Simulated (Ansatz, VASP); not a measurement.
**SiC in VASP and in Ansatz**

INCAR

```
ALGO = Normal ; EDIFF = 1E-6
ENCUT = 520 ; GGA = PE
ISIF = 2 ; ISMEAR = 0
LASPH = True ; LCHARG = False
LREAL = False ; LWAVE = False
NBANDS = 11 ; NELM = 80
PREC = Accurate ; SIGMA = 0.2
```

Contents of KPOINTS:

```
k-points
0
Gamma
  8 8 8
```

POSCAR

```
SiC
1.0
    0.0000000000      2.1780523476      2.1780523476
    2.1780523476      0.0000000000      2.1780523476
    2.1780523476      2.1780523476      0.0000000000
Si C
1 1
Direct
    0.0000000000      0.0000000000      0.0000000000
    0.2500000000      0.2500000000      0.2500000000
```

Input for Ansatz:

```yaml
crystal:
  lattice:
    - [0.0, 2.1780523476, 2.1780523476]
    - [2.1780523476, 0.0, 2.1780523476]
    - [2.1780523476, 2.1780523476, 0.0]
  atoms:
    - { symbol: Si, position: [0.0, 0.0, 0.0] }
    - { symbol: C, position: [0.25, 0.25, 0.25] }
kpoints:
  mp_grid: { grid: [8, 8, 8] }
hamiltonian:
  xc: pbe
scf:
  occupations: { method: gaussian, width: 0.2 }
  n_extra_bands: 4
output:
  forces: true
  stress: true
  eigenvalues: true
```

Alike in both runs: task single point; functional PBE; k mesh 8 × 8 × 8; occupations gaussian, width 0.2 eV; no spin polarisation.

```csv
,VASP,Ansatz
version,VASP 6.6.1,Ansatz 0.2.0
potentials or method,"VASP PAW PBE potentials, release 64 (Si, C)",plane waves
plane-wave cutoff (eV),520,420
valence electrons in the cell,8,8
```

```tsv
	VASP	Ansatz	Ansatz less VASP
pressure (GPa)	3.5	3.6	+0.05
```
